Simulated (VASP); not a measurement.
A run of VASP 6.6.1:

Contents of INCAR:

```
ALGO = Normal
EDIFF = 1E-7
ENCUT = 520
GGA = PE
ISIF = 2
ISMEAR = 0
LASPH = T
LCHARG = F
LREAL = F
LWAVE = F
NBANDS = 54
NELM = 80
PREC = Accurate
SIGMA = 0.1
```

Contents of KPOINTS:

```
k-points
0
Gamma
  4 4 4
```

Contents of POSCAR:

```
Sc4Nb3C
1.0
    5.4024528775      0.0000000000      0.0000000000
    0.0000000000      5.4024528775      0.0000000000
    0.0000000000      0.0000000000      5.4024528775
Sc Nb C
4 3 1
Direct
    0.3154306531      0.3154306531      0.3154306531
    0.3154306531      0.6845693469      0.6845693469
    0.6845693469      0.6845693469      0.3154306531
    0.6845693469      0.3154306531      0.6845693469
    0.5000000000      0.0000000000      0.0000000000
    0.0000000000      0.5000000000      0.0000000000
    0.0000000000      0.0000000000      0.5000000000
    0.0000000000      0.0000000000      0.0000000000
```

Potentials or basis: VASP PAW PBE potentials, release 64 (Sc_sv, Nb_sv, C).

The run is started by

```sh
$ cat potpaw_PBE.64/Sc_sv/POTCAR potpaw_PBE.64/Nb_sv/POTCAR potpaw_PBE.64/C/POTCAR > POTCAR
$ mpirun -np 1 vasp_std > vasp.out
```

Hardware: 1 thread of Oxide Virtual Turin-like Processor, on a shared host.

Question: Estimate the wall time of this run.

Answer: Run time: 4.4 min on 1 thread of Oxide Virtual Turin-like Processor (shared host), peak memory 0.24 GiB. Counts: scf iterations 18, k points 10.
